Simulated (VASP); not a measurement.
# Al (Fm-3m) in VASP: a series of runs, part 3 of 4

VASP 6.6.1.

## Step 4: Single point, PBEsol (volume scaled by 0.45)

INCAR reads:

```
SYSTEM = Al
PREC = Accurate
ENCUT = 520
EDIFF = 1E-7
ISMEAR = -1
SIGMA = 0.1
LREAL = .FALSE.
LASPH = .TRUE.
NELM = 100
ALGO = Normal
ISIF = 2
LWAVE = .FALSE.
LCHARG = .FALSE.
GGA = PS
NBANDS = 8
```

KPOINTS reads:

```
Automatic mesh
0
G
  16 16 16
  0 0 0
```

POSCAR reads:

```
Al
1.0
    0.0000000000      1.5382496840      1.5382496840
    1.5382496840      0.0000000000      1.5382496840
    1.5382496840      1.5382496840      0.0000000000
Al
1
Direct
    0.0000000000      0.0000000000      0.0000000000
```

Potentials or basis: VASP PAW PBE potentials, release 64 (Al).

Command:

```bash
> cat potpaw_PBE.64/Al/POTCAR > POTCAR
> mpirun -np 1 vasp_std > vasp.out
```

OUTCAR:

```text
SYSTEM = Al
   PREC = Accurate
   ENCUT = 520
   EDIFF = 1E-7
   ISMEAR = -1
   LREAL = .FALSE.
   LASPH = .TRUE.
   NELM = 100
   ISIF = 2
   GGA = PS

 ion  position               nearest neighbor table
   1  0.000  0.000  0.000-

  LATTYP: Found a face centered cubic cell.
 ALAT       =     3.0764993680

  Lattice vectors:

 A1 = (   0.0000000000,   1.5382496840,   1.5382496840)
 A2 = (   1.5382496840,   0.0000000000,   1.5382496840)
 A3 = (   1.5382496840,   1.5382496840,   0.0000000000)

Analysis of symmetry for initial positions (statically):
=====================================================================
 Subroutine PRICEL returns:
 Original cell was already a primitive cell.

 Routine SETGRP: Setting up the symmetry group for a
 face centered cubic supercell.

 Subroutine GETGRP returns: Found 48 space group operations
 (whereof 48 operations were pure point group operations)
 out of a pool of 48 trial point group operations.

The static configuration has the point symmetry O_h .

Analysis of symmetry for dynamics (positions and initial velocities):
=====================================================================
 Subroutine PRICEL returns:
 Original cell was already a primitive cell.

 Routine SETGRP: Setting up the symmetry group for a
 face centered cubic supercell.

 Subroutine GETGRP returns: Found 48 space group operations
 (whereof 48 operations were pure point group operations)
 out of a pool of 48 trial point group operations.

The dynamic configuration has the point symmetry O_h .

 Subroutine INISYM returns: Found 48 space group operations
 (whereof 48 operations are pure point group operations),
 and found     1 'primitive' translations

----------------------------------------------------------------------------------------

                                     Primitive cell

  volume of cell :       7.2797

  direct lattice vectors                    reciprocal lattice vectors
     0.000000000  1.538249684  1.538249684    -0.325044760  0.325044760  0.325044760
     1.538249684  0.000000000  1.538249684     0.325044760 -0.325044760  0.325044760
     1.538249684  1.538249684  0.000000000     0.325044760  0.325044760 -0.325044760

  length of vectors
     2.175413565  2.175413565  2.175413565     0.562994040  0.562994040  0.562994040

  position of ions in fractional coordinates (direct lattice)
     0.000000000  0.000000000  0.000000000

  ion indices of the primitive-cell ions
   primitive index   ion index
                 1           1

----------------------------------------------------------------------------------------

 KPOINTS: Automatic mesh

Automatic generation of k-mesh.
 Grid dimensions read from file:
 generate k-points for:   16   16   16

 Generating k-lattice:

  Cartesian coordinates                     Fractional coordinates (reciprocal lattice)
    -0.020315298  0.020315298  0.020315298     0.062500000  0.000000000  0.000000000
     0.020315298 -0.020315298  0.020315298     0.000000000  0.062500000  0.000000000
     0.020315298  0.020315298 -0.020315298     0.000000000  0.000000000  0.062500000

  Length of vectors
     0.035187127  0.035187127  0.035187127

  Shift w.r.t. Gamma in fractional coordinates (k-lattice)
     0.000000000  0.000000000  0.000000000

 Subroutine IBZKPT returns following result:
 ===========================================

 Found    145 irreducible k-points:

 Following reciprocal coordinates:
            Coordinates               Weight
  0.000000  0.000000  0.000000      1.000000
  0.062500  0.000000  0.000000      8.000000
  0.125000  0.000000  0.000000      8.000000
  0.187500  0.000000  0.000000      8.000000
  0.250000  0.000000  0.000000      8.000000
  0.312500  0.000000  0.000000      8.000000
[... 16 lines left out ...]
 -0.125000  0.062500  0.000000     24.000000
 -0.062500  0.062500  0.000000     12.000000
 [... further k-points ...]
   k-points           NKPTS =    145   k-points in BZ     NKDIM =    145   number of bands    NBANDS=      8
   number of dos      NEDOS =    301   number of ions     NIONS =      1
   total plane-waves  NPLWV =   4096
   dimension x,y,z NGX =    16 NGY =   16 NGZ =   16
   dimension x,y,z NGXF=    32 NGYF=   32 NGZF=   32
   ions per type =               1
   NGX,Y,Z   is equivalent  to a cutoff of  12.23, 12.23, 12.23 a.u.
   NGXF,Y,Z  is equivalent  to a cutoff of  24.45, 24.45, 24.45 a.u.
 SYSTEM =  Al
   PREC   = accura    normal or accurate (medium, high low for compatibility)
   ISTART =      0    job   : 0-new  1-cont  2-samecut
   ICHARG =      2    charge: 1-file 2-atom 10-const
   ISPIN  =      1    spin polarized calculation?
   LNONCOLLINEAR =      F non collinear calculations
   LSORBIT =      F    spin-orbit coupling
   LASPH  =      T    aspherical Exc in radial PAW
   ENCUT  =  520.0 eV  38.22 Ry    6.18 a.u.   4.04  4.04  4.04*2*pi/ulx,y,z
   NELM   =    100;   NELMIN=  2; NELMDL= -5     # of ELM steps
   EDIFF  = 0.1E-06   stopping-criterion for ELM
   LREAL  =      F    real-space projection
   EDIFFG = 0.1E-05   stopping-criterion for IOM
   NSW    =      0    number of steps for IOM
   IBRION =     -1    ionic relax: 0-MD 1-quasi-New 2-CG
   NFREE  =      0    steps in history (QN), initial steepest desc. (CG)
   ISIF   =      2    stress and relaxation
   ISYM   =      2    0-nonsym 1-usesym 2-fastsym
   POTIM  = 0.5000    time-step for ionic-motion
   TEBEG  =    0.0;   TEEND  =   0.0 temperature during run
   PSTRESS=    0.0 pullay stress
   NELECT =       3.0000    total number of electrons
   NUPDOWN=      -1.0000    fix difference up-down
   EMIN   =  10.00;   EMAX   =-10.00  energy-range for DOS
   EFERMI =   0.00;   METHOD = LEGACY
   ISMEAR =    -1;   SIGMA  =   0.10  broadening in eV -4-tet -1-fermi 0-gaus
   EFERMI_NEDOS =   21; number of points for ismear=-14 and -15
   IALGO  =     38    algorithm
   IMIX   =      4    mixing-type and parameters
     AMIX     =   0.40;   BMIX     =  1.00
     AMIX_MAG =   1.60;   BMIX_MAG =  1.00
  volume/ion in A,a.u.               =       7.28        49.13
  Fermi-wavevector in a.u.,A,eV,Ry     =   1.218274  2.302205 20.193662  1.484192
  Thomas-Fermi vector in A             =   2.353566
   LORBIT       =      0    0 simple, 1 ext, 2 COOP (PROOUT), +10 PAW based schemes
   GGA     = PS    functional components
   LHFCALC =     F    Hartree Fock is set to
   AEXX    =    0.0000 exact exchange contribution
   IVDW    =     0    specifies the selected vdW correction
   LEPSILON=     F    determine dielectric tensor
   LRPA    =     F    only Hartree local field effects (RPA)
 non-spin polarized calculation
  energy-cutoff  :      520.00
  volume of cell :        7.28
 maximum number of plane-waves:       206
   NGX =  9   NGY =  9   NGZ =  9

 number of electron       3.0000000 magnetization

 Free energy of the ion-electron system (eV)
  ---------------------------------------------------
  ext. energy  EPLUGINS =         0.00000000
  ---------------------------------------------------
  free energy    TOTEN  =         0.79945500 eV

  energy without entropy =        0.80794355  energy(sigma->0) =        0.80369927

 E-fermi :  19.4657     XC(G=0): -13.6992

 val. band max:       19.4467147287   @ k =  -0.2500   0.3125   0.1250
 cond. band min:      19.4693066092   @ k =  -0.3125   0.1875   0.0000
 fundamental gap:      0.0225918804
 Fermi energy:        19.4656843849

 k-point     1 :       0.0000    0.0000    0.0000
  band No.  band energies     occupation
      1       1.9265      2.00000
      2      37.8396      0.00000
      3      37.8396      0.00000
      4      37.8396      0.00000
      5      43.5527      0.00000
      6      47.6732      0.00000
      7      47.6732      0.00000
      8      47.6732      0.00000
[... 243 lines left out ...]
 k-point    24 :      -0.0625    0.0625    0.0000
  band No.  band energies     occupation
      1       2.4110      2.00000
      2      33.9605      0.00000
      3      36.4693      0.00000
      4      38.3214      0.00000
      5      45.5120      0.00000
      6      45.9082      0.00000
      7      46.6932      0.00000
      8      50.5104      0.00000

 [... further k-points ...]

------------------------ aborting loop because EDIFF is reached ----------------------------------------

  FORCE on cell =-STRESS in cart. coord.  units (eV):
  Direction    XX          YY          ZZ          XY          YZ          ZX
  --------------------------------------------------------------------------------------
  -------------------------------------------------------------------------------------
  Total       15.6437220     15.6437220     15.6437220     -0.0000000     -0.0000000      0.0000000
  in kB     3443.0249774   3443.0249774   3443.0249774     -0.0000000     -0.0000000      0.0000000
  external PRESSURE =    3443.0249774 kB  Pullay stress =       0.0000000 kB

 VOLUME and BASIS-vectors are now :
 -----------------------------------------------------------------------------
  energy-cutoff  :      520.00
  volume of cell :        7.28
      direct lattice vectors                 reciprocal lattice vectors
     0.000000000  1.538249684  1.538249684    -0.325044760  0.325044760  0.325044760
     1.538249684  0.000000000  1.538249684     0.325044760 -0.325044760  0.325044760
     1.538249684  1.538249684  0.000000000     0.325044760  0.325044760 -0.325044760

 POSITION                                       TOTAL-FORCE (eV/Angst)
 -----------------------------------------------------------------------------------
      0.00000      0.00000      0.00000         0.000000     -0.000000     -0.000000
 -----------------------------------------------------------------------------------
    total drift:                               -0.000000      0.000000      0.000000

  FREE ENERGIE OF THE ION-ELECTRON SYSTEM (eV)
  ---------------------------------------------------
  free  energy   TOTEN  =         0.7994549968 eV

  energy  without entropy=        0.8079435461  energy(sigma->0) =        0.80369927
```

stdout:

```text
POSCAR found type information on POSCAR Al
 POSCAR found :  1 types and       1 ions
 scaLAPACK will be used
 -----------------------------------------------------------------------------
|                                                                             |
|                                                                             |
|     You enforced a specific xc type in the INCAR file but a different       |
|     I HOPE YOU KNOW WHAT YOU ARE DOING!                                     |
|                                                                             |
 -----------------------------------------------------------------------------

 LDA part: xc-table for (Slater+PW92), standard interpolation
 POSCAR, INCAR and KPOINTS ok, starting setup
 FFT: planning ... GRIDC
 FFT: planning ... GRID_SOFT
 FFT: planning ... GRID
 WAVECAR not read
 entering main loop
```

It took 13 s on 1 thread of AMD EPYC 7R13, shared host; peak memory 0.08 GiB.

Results:

- Free energy: 0.7995 eV
- Pressure: 344.3 GPa

Levels at points of the mesh, in eV from the Fermi level:
```
           k point  band 1  band 2  band 3  band 4  band 5  band 6
(0.00, 0.00, 0.00)  -17.54   18.37   18.37   18.37   24.09   28.21
(0.50, 0.00, 0.00)   -7.77   -5.53   16.18   16.18   21.97   24.13
(0.50, 0.50, 0.00)   -4.24   -2.89    5.23   11.69   11.69   22.78
```

Caveat: the PAW data sets were made with another functional, which shifts forces and pressure a little.

[end of part 3 of 4]
